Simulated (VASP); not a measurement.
## MnCuAs: single point with PBE

MnCuAs:

```xyz
6
Lattice="3.4806 0.0000 0.0000 0.0000 3.4806 0.0000 0.0000 0.0000 6.4470" Properties=species:S:1:pos:R:3 pbc="T T T"
Mn    0.0000    1.7403    0.9339
Mn    1.7403    0.0000    5.5132
Cu    0.0000    0.0000    3.2235
Cu    1.7403    1.7403    3.2235
As    0.0000    1.7403    5.0686
As    1.7403    0.0000    1.3784
```

- Program: VASP 6.6.1
- Task: single point
- Functional: PBE
- Potentials or basis: VASP PAW PBE potentials, release 64 (Mn_pv, Cu, As)
- Cutoff: 520 eV
- k mesh: 10 × 10 × 6
- Occupations: gaussian, width 0.1 eV
- Spin: no spin polarisation

```yaml
Pressure: 0.5 GPa
Largest_force: 0.017 eV/Å
Band_gap_on_the_k_mesh: zero (band 29 reaches 8.99 eV, above the bottom of band 30 at 8.13 eV)
```

Forces in eV/Å, atoms in the order of the input:
```
Mn   0.000  0.000  0.005
Mn   0.000  0.000 -0.005
Cu   0.000  0.000  0.000
Cu   0.000  0.000  0.000
As   0.000  0.000  0.017
As   0.000  0.000 -0.017
```

Stress tensor (GPa, compression positive):
```
0.41 0.00 0.00
0.00 0.41 0.00
0.00 0.00 0.54
```

Levels at points of the mesh, in eV from the Fermi level:
| k point | band 27 | band 28 | band 29 | band 30 | band 31 | band 32 |
| --- | --- | --- | --- | --- | --- | --- |
| (0.00, 0.00, 0.00) | -0.98 | -0.76 | -0.71 | -0.71 | -0.36 | 2.14 |
| (0.50, 0.00, 0.00) | -0.20 | -0.20 | -0.07 | -0.07 | 0.62 | 0.62 |
| (0.50, 0.50, 0.00) | -0.45 | -0.45 | 0.08 | 0.08 | 1.10 | 1.10 |
| (0.00, 0.00, 0.50) | -0.92 | -0.48 | -0.34 | 0.08 | 0.08 | 1.73 |
| (0.50, 0.00, 0.50) | -0.07 | -0.07 | -0.03 | -0.03 | 1.41 | 1.41 |
| (0.50, 0.50, 0.50) | -0.12 | -0.12 | 0.08 | 0.08 | 1.23 | 1.23 |

Wall time 4.4 min on 1 thread of Intel(R) Xeon(R) Platinum 8375C CPU @ 2.90GHz (Ice Lake), with other jobs on the host, peak memory 0.35 GiB.

Spin polarisation is off, so any magnetic state and its effect on volume and gap are missing.
